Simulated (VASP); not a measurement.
# Mo (Im-3m) in VASP: notebook

Mo is run at these levels: BLYP; tasks: single point.

Everything below comes from runs of VASP 6.6.1. Logs are shortened: lines on timing, memory, paths and dates and some standing lists are left out, and cuts for length are marked.

**1. The cell of the first run**

It takes space group Im-3m (No. 229, cubic). The conventional cell has a = 3.070 Å, b = 3.070 Å, c = 3.070 Å, α = 90.00°, β = 90.00°, γ = 90.00°. Within 3.5 Å of Mo (site symmetry m-3m) lie 14 Mo at 2.66 to 3.07 Å.

**2. Single point, BLYP (volume scaled by 0.88)**

File INCAR:

```
SYSTEM = Mo
PREC = Accurate
ENCUT = 520
EDIFF = 1E-6
ISMEAR = -1
SIGMA = 0.1
LREAL = .FALSE.
LASPH = .TRUE.
NELM = 60
ALGO = Normal
ISIF = 2
LWAVE = .FALSE.
LCHARG = .FALSE.
GGA = B5
ALDAX = 1.0
AGGAX = 1.0
AGGAC = 1.0
ALDAC = 0.0
NBANDS = 13
```

File KPOINTS:

```
regular mesh
0
G
  23 23 23
  0 0 0
```

File POSCAR:

```
Mo
1.0
   -1.5348270990      1.5348270990      1.5348270990
    1.5348270990     -1.5348270990      1.5348270990
    1.5348270990      1.5348270990     -1.5348270990
Mo
1
Direct
    0.0000000000      0.0000000000      0.0000000000
```

Potentials or basis: VASP PAW PBE potentials, release 64 (Mo_sv).

Launch:

```bash
$ cat potpaw_PBE.64/Mo_sv/POTCAR > POTCAR
$ mpirun -np 1 vasp_std > vasp.out
```

OUTCAR:

```text
SYSTEM = Mo
   PREC = Accurate
   ENCUT = 520
   EDIFF = 1E-6
   ISMEAR = -1
   LREAL = .FALSE.
   LASPH = .TRUE.
   NELM = 60
   ISIF = 2
   GGA = B5

 ion  position               nearest neighbor table
   1  0.000  0.000  0.000-

  LATTYP: Found a body centered cubic cell.
 ALAT       =     3.0696541980

  Lattice vectors:

 A1 = (  -1.5348270990,   1.5348270990,   1.5348270990)
 A2 = (   1.5348270990,  -1.5348270990,   1.5348270990)
 A3 = (   1.5348270990,   1.5348270990,  -1.5348270990)

Analysis of symmetry for initial positions (statically):
=====================================================================
 Subroutine PRICEL returns:
 Original cell was already a primitive cell.

 Routine SETGRP: Setting up the symmetry group for a
 body centered cubic supercell.

 Subroutine GETGRP returns: Found 48 space group operations
 (whereof 48 operations were pure point group operations)
 out of a pool of 48 trial point group operations.

The static configuration has the point symmetry O_h .

Analysis of symmetry for dynamics (positions and initial velocities):
=====================================================================
 Subroutine PRICEL returns:
 Original cell was already a primitive cell.

 Routine SETGRP: Setting up the symmetry group for a
 body centered cubic supercell.

 Subroutine GETGRP returns: Found 48 space group operations
 (whereof 48 operations were pure point group operations)
 out of a pool of 48 trial point group operations.

The dynamic configuration has the point symmetry O_h .

 Subroutine INISYM returns: Found 48 space group operations
 (whereof 48 operations are pure point group operations),
 and found     1 'primitive' translations

----------------------------------------------------------------------------------------

                                     Primitive cell

  volume of cell :      14.4623

  direct lattice vectors                    reciprocal lattice vectors
    -1.534827099  1.534827099  1.534827099     0.000000000  0.325769593  0.325769593
     1.534827099 -1.534827099  1.534827099     0.325769593  0.000000000  0.325769593
     1.534827099  1.534827099 -1.534827099     0.325769593  0.325769593  0.000000000

  length of vectors
     2.658398516  2.658398516  2.658398516     0.460707777  0.460707777  0.460707777

  position of ions in fractional coordinates (direct lattice)
     0.000000000  0.000000000  0.000000000
[... 76 lines left out ...]
   EDIFF  = 0.1E-05   stopping-criterion for ELM
   LREAL  =      F    real-space projection
   EDIFFG = 0.1E-04   stopping-criterion for IOM
   NSW    =      0    number of steps for IOM
   IBRION =     -1    ionic relax: 0-MD 1-quasi-New 2-CG
   NFREE  =      0    steps in history (QN), initial steepest desc. (CG)
   ISIF   =      2    stress and relaxation
   ISYM   =      2    0-nonsym 1-usesym 2-fastsym
   POTIM  = 0.5000    time-step for ionic-motion
   TEBEG  =    0.0;   TEEND  =   0.0 temperature during run
   PSTRESS=    0.0 pullay stress
   NELECT =      14.0000    total number of electrons
   NUPDOWN=      -1.0000    fix difference up-down
   EMIN   =  10.00;   EMAX   =-10.00  energy-range for DOS
   EFERMI =   0.00;   METHOD = LEGACY
   ISMEAR =    -1;   SIGMA  =   0.10  broadening in eV -4-tet -1-fermi 0-gaus
   EFERMI_NEDOS =   21; number of points for ismear=-14 and -15
   IALGO  =     38    algorithm
   IMIX   =      4    mixing-type and parameters
     AMIX     =   0.40;   BMIX     =  1.00
     AMIX_MAG =   1.60;   BMIX_MAG =  1.00
  volume/ion in A,a.u.               =      14.46        97.60
  Fermi-wavevector in a.u.,A,eV,Ry     =   1.619464  3.060344 35.683520  2.622665
  Thomas-Fermi vector in A             =   2.713561
   LORBIT       =      0    0 simple, 1 ext, 2 COOP (PROOUT), +10 PAW based schemes
   GGA     = B5    functional components
   LHFCALC =     F    Hartree Fock is set to
   AEXX    =    0.0000 exact exchange contribution
   IVDW    =     0    specifies the selected vdW correction
   LEPSILON=     F    determine dielectric tensor
   LRPA    =     F    only Hartree local field effects (RPA)
 non-spin polarized calculation
  energy-cutoff  :      520.00
  volume of cell :       14.46
 maximum number of plane-waves:       403
   NGX =  9   NGY =  9   NGZ =  9

 number of electron      13.9999998 magnetization

 Free energy of the ion-electron system (eV)
  ---------------------------------------------------
  ext. energy  EPLUGINS =         0.00000000
  ---------------------------------------------------
  free energy    TOTEN  =        -9.28225966 eV

  energy without entropy =       -9.26142945  energy(sigma->0) =       -9.27184456

 E-fermi :  14.4792     XC(G=0): -13.1836

 val. band max:       14.4643517207   @ k =  -0.1304   0.1739   0.0870
 cond. band min:      14.5099664546   @ k =   0.3478   0.0435   0.0000
 fundamental gap:      0.0456147339
 Fermi energy:        14.4792250958

 k-point     1 :       0.0000    0.0000    0.0000
  band No.  band energies     occupation
      1     -46.7040      2.00000
      2     -19.8900      2.00000
      3     -19.8900      2.00000
      4     -19.8900      2.00000
      5       7.1913      2.00000
      6      12.8580      2.00000
      7      12.8580      2.00000
      8      12.8580      2.00000
      9      16.2084      0.00000
     10      16.2084      0.00000
     11      29.5632      0.00000
     12      29.5632      0.00000
     13      29.5632      0.00000
[... 354 lines left out ...]
  band No.  band energies     occupation
      1     -46.6298      2.00000
      2     -20.2852      2.00000
      3     -19.9809      2.00000
      4     -19.9253      2.00000
      5       8.2016      2.00000
      6      12.4069      2.00000
      7      12.5415      2.00000
      8      13.9622      1.98869
      9      15.5102      0.00007
     10      16.3202      0.00000
     11      30.3458      0.00000
     12      31.1473      0.00000
     13      31.3852      0.00000

 [... further k-points ...]
[... 5 lines left out ...]
  --------------------------------------------------------------------------------------
  -------------------------------------------------------------------------------------
  Total        3.6057185      3.6057185      3.6057185      0.0000000      0.0000000      0.0000000
  in kB      399.4514832    399.4514832    399.4514832      0.0000000      0.0000000      0.0000000
  external PRESSURE =     399.4514832 kB  Pullay stress =       0.0000000 kB

 VOLUME and BASIS-vectors are now :
 -----------------------------------------------------------------------------
  energy-cutoff  :      520.00
  volume of cell :       14.46
      direct lattice vectors                 reciprocal lattice vectors
    -1.534827099  1.534827099  1.534827099     0.000000000  0.325769593  0.325769593
     1.534827099 -1.534827099  1.534827099     0.325769593  0.000000000  0.325769593
     1.534827099  1.534827099 -1.534827099     0.325769593  0.325769593  0.000000000

 POSITION                                       TOTAL-FORCE (eV/Angst)
 -----------------------------------------------------------------------------------
      0.00000      0.00000      0.00000        -0.000000      0.000000      0.000000
 -----------------------------------------------------------------------------------
    total drift:                                0.000000     -0.000000      0.000000

  FREE ENERGIE OF THE ION-ELECTRON SYSTEM (eV)
  ---------------------------------------------------
  free  energy   TOTEN  =        -9.2822596647 eV

  energy  without entropy=       -9.2614294544  energy(sigma->0) =       -9.27184456
```

OSZICAR:

```text
N       E                     dE             d eps       ncg     rms          rms(c)
DAV:   1     0.953778732271E+02    0.95378E+02   -0.81083E+03  9533   0.112E+03
DAV:   2    -0.861743016942E+01   -0.10400E+03   -0.99877E+02 10904   0.315E+02
DAV:   3    -0.976888588822E+01   -0.11515E+01   -0.11488E+01 10509   0.332E+01
DAV:   4    -0.977141459944E+01   -0.25287E-02   -0.25287E-02 10779   0.189E+00
DAV:   5    -0.977143017193E+01   -0.15572E-04   -0.15571E-04 10649   0.131E-01    0.164E+01
DAV:   6    -0.934665291230E+01    0.42478E+00   -0.50371E-01  9709   0.888E+00    0.537E+00
DAV:   7    -0.928420027733E+01    0.62453E-01   -0.11991E-01 10519   0.415E+00    0.729E-01
DAV:   8    -0.928215190179E+01    0.20484E-02   -0.46536E-03  9824   0.854E-01    0.136E-01
DAV:   9    -0.928224398358E+01   -0.92082E-04   -0.67280E-05 11229   0.951E-02    0.847E-02
DAV:  10    -0.928225965301E+01   -0.15669E-04   -0.29595E-05  9934   0.650E-02    0.514E-03
DAV:  11    -0.928225966470E+01   -0.11697E-07   -0.14923E-07  6622   0.507E-03
   1 F= -.92822597E+01 E0= -.92718446E+01  d E =-.208302E-01
```

Run time: 86 s. Hardware: 1 thread of AMD EPYC 7R13, shared host; peak memory 0.15 GiB.

Results:

| Item | Value |
| --- | --- |
| Free energy | -9.2823 eV |
| Pressure | 39.9 GPa |
| Band gap on the k mesh | zero (band 7 reaches 18.66 eV, above the bottom of band 8 at 12.86 eV) |

Caveat: the cell differs from its parent crystal (volume scaled by 0.88); the PAW data sets were made with another functional, which shifts forces and pressure a little.

**3. Single point, BLYP (volume scaled by 0.92)**

File INCAR:

```
SYSTEM = Mo
AGGAC = 1.0
AGGAX = 1.0
ALDAC = 0.0
ALDAX = 1.0
ALGO = Normal
EDIFF = 1E-6
ENCUT = 520
GGA = B5
ISIF = 2
ISMEAR = -1
LASPH = .TRUE.
LCHARG = .FALSE.
LREAL = .FALSE.
LWAVE = .FALSE.
NBANDS = 13
NELM = 60
PREC = Accurate
SIGMA = 0.1
```

File KPOINTS:

```
k-points
0
G
  23 23 23
  0 0 0
```

File POSCAR:

```
Mo
1.0
   -1.5577383440      1.5577383440      1.5577383440
    1.5577383440     -1.5577383440      1.5577383440
    1.5577383440      1.5577383440     -1.5577383440
Mo
1
Direct
    0.0000000000      0.0000000000      0.0000000000
```

Potentials or basis: VASP PAW PBE potentials, release 64 (Mo_sv).

Launch:

```bash
$ cat potpaw_PBE.64/Mo_sv/POTCAR > POTCAR
$ mpirun -np 1 vasp_std > vasp.out
```

Run time: 1.7 min. Hardware: 1 thread of AMD EPYC 7R13, shared host; peak memory 0.15 GiB.

The run converged. Its results:

- Free energy: -9.4125 eV
- Pressure: 24.0 GPa
- Band gap on the k mesh: zero (band 7 reaches 17.64 eV, above the bottom of band 8 at 12.20 eV)

Levels at points of the mesh, in eV from the Fermi level:
```
           k point  band 3  band 4  band 5  band 6  band 7  band 8  band 9  band 10  band 11  band 12
(0.00, 0.00, 0.00)  -34.45  -34.45   -7.15   -1.51   -1.51   -1.51    1.67     1.67    15.04    15.04
```

Caveat: the cell differs from its parent crystal (volume scaled by 0.92); the PAW data sets were made with another functional, which shifts forces and pressure a little.

**4. Single point, BLYP (volume scaled by 0.96)**

File INCAR:

```
AGGAC = 1.0
AGGAX = 1.0
ALDAC = 0.0
ALDAX = 1.0
ALGO = Normal
EDIFF = 1E-6
ENCUT = 520
GGA = B5
ISIF = 2
ISMEAR = -1
LASPH = True
LCHARG = True
LELF = True
LREAL = False
LVHAR = True
LWAVE = False
NBANDS = 13
NELM = 80
PREC = Accurate
SIGMA = 0.1
```

File KPOINTS:

```
k-points
0
Gamma
  23 23 23
```

File POSCAR:

```
Mo
1.0
   -1.5799947558      1.5799947558      1.5799947558
    1.5799947558     -1.5799947558      1.5799947558
    1.5799947558      1.5799947558     -1.5799947558
Mo
1
Direct
    0.0000000000      0.0000000000      0.0000000000
```

Launch:

```bash
$ cat potpaw_PBE.64/Mo_sv/POTCAR > POTCAR
$ mpirun -np 1 vasp_std > vasp.out
```

Run time: 1.8 min. Hardware: 1 thread of AMD EPYC 7R13, shared host; peak memory 0.15 GiB.

It converged, with:

```
Free energy            : -9.4836 eV
Pressure               : 11.0 GPa
Band gap on the k mesh : zero (band 7 reaches 16.71 eV, above the bottom of band 8 at 11.58 eV)
```

Levels at points of the mesh, in eV from the Fermi level:
```csv
k point,band 3,band 4,band 5,band 6,band 7,band 8,band 9,band 10,band 11,band 12
"(0.00, 0.00, 0.00)",-34.52,-34.52,-7.01,-1.42,-1.42,-1.42,1.60,1.60,14.99,14.99
```

Caveat: the cell differs from its parent crystal (volume scaled by 0.96); the PAW data sets were made with another functional, which shifts forces and pressure a little.

**5. Single point, BLYP**

This run uses another cell than the first one, of 16.43 Å³/atom, 1.136 times its volume.

File INCAR:

```
SYSTEM = Mo
PREC = Accurate
ENCUT = 520
EDIFF = 1E-7
ISMEAR = -1
SIGMA = 0.1
LREAL = .FALSE.
LASPH = .TRUE.
NELM = 80
ALGO = Normal
ISIF = 2
LWAVE = .FALSE.
LCHARG = .TRUE.
GGA = B5
ALDAX = 1.0
AGGAX = 1.0
AGGAC = 1.0
ALDAC = 0.0
LELF = .TRUE.
LVHAR = .TRUE.
NBANDS = 13
```

File KPOINTS:

```
regular mesh
0
G
  23 23 23
  0 0 0
```

File POSCAR:

```
Mo
1.0
   -1.6016412095      1.6016412095      1.6016412095
    1.6016412095     -1.6016412095      1.6016412095
    1.6016412095      1.6016412095     -1.6016412095
Mo
1
Direct
    0.0000000000      0.0000000000      0.0000000000
```

Launch:

```bash
$ cat potpaw_PBE.64/Mo_sv/POTCAR > POTCAR
$ mpirun -np 1 vasp_std > vasp.out
```

Run time: 2.7 min. Hardware: 1 thread of AMD EPYC 7R13, shared host; peak memory 0.17 GiB.

Results (log left out):

```
Free energy            : -9.5069 eV
Pressure               : 0.6 GPa
Band gap on the k mesh : zero (band 7 reaches 15.85 eV, above the bottom of band 8 at 11.01 eV)
```

Levels at points of the mesh, in eV from the Fermi level:
```
           k point  band 4  band 5  band 6  band 7  band 8  band 9  band 10  band 11
(0.00, 0.00, 0.00)  -34.59   -6.87   -1.33   -1.33   -1.33    1.54     1.54    14.93
```

Caveat: the PAW data sets were made with another functional, which shifts forces and pressure a little.

**6. Single point, BLYP**

This run uses another cell than the first one, of 16.43 Å³/atom, 1.136 times its volume.

File INCAR:

```
PREC     = Accurate       # precision mode
ENCUT    = 520            # plane-wave cutoff, eV
EDIFF    = 1E-6           # SCF threshold, eV
ISMEAR   = -1             # smearing method
SIGMA    = 0.1            # smearing width, eV
LREAL    = F              # projectors in reciprocal space
LASPH    = T              # aspherical terms in the spheres
NELM     = 100            # most SCF steps
ALGO     = Normal         # electronic algorithm
ISIF     = 2              # what is computed and relaxed
LWAVE    = F              # write WAVECAR
LCHARG   = T              # write CHGCAR
GGA      = B5             # functional
ALDAX    = 1.0          
AGGAX    = 1.0          
AGGAC    = 1.0          
ALDAC    = 0.0          
LELF     = T              # ELF
LVHAR    = T            
NBANDS   = 13             # bands
```

File KPOINTS:

```
Automatic mesh
0
Gamma
  23 23 23
```

POSCAR is that of step 5.

Potentials or basis: VASP PAW PBE potentials, release 64 (Mo_sv).

Launch:

```bash
$ cat potpaw_PBE.64/Mo_sv/POTCAR > POTCAR
$ mpirun -np 1 vasp_std > vasp.out
```

Wall time 2.8 min (1 thread of AMD EPYC 7R13, shared host); peak memory 0.17 GiB.

Results (log left out):

| Quantity | Value |
| --- | --- |
| Free energy | -9.5069 eV |
| Pressure | 0.6 GPa |
| Band gap on the k mesh | zero (band 7 reaches 15.85 eV, above the bottom of band 8 at 11.01 eV) |

Levels at points of the mesh, in eV from the Fermi level:
| k point | band 5 | band 6 | band 7 | band 8 | band 9 | band 10 |
| --- | --- | --- | --- | --- | --- | --- |
| (0.00, 0.00, 0.00) | -6.86 | -1.33 | -1.33 | -1.33 | 1.54 | 1.54 |

Caveat: the PAW data sets were made with another functional, which shifts forces and pressure a little.

**7. Overview**

| cell | gap on the mesh (eV) | pressure (GPa) |
| --- | --- | --- |
| a = 2.658 Å, angles 109.5°, 1 atom | none | 39.9 |
| a = 2.698 Å, angles 109.5°, 1 atom | none | 24.0 |
| a = 2.737 Å, angles 109.5°, 1 atom | none | 11.0 |
| a = 2.774 Å, angles 109.5°, 1 atom | none | 0.6 |

Alike in all rows: task single point; level BLYP; potentials or basis VASP PAW PBE potentials, release 64 (Mo_sv); no spin polarisation; k mesh 23 × 23 × 23; cutoff (eV) 520; smearing fermi-dirac 0.1 eV.

Caveats: the PAW data sets were made with another functional, which shifts forces and pressure a little.

Total energies depend on the potentials used, so only differences within one code and one set of settings carry meaning.
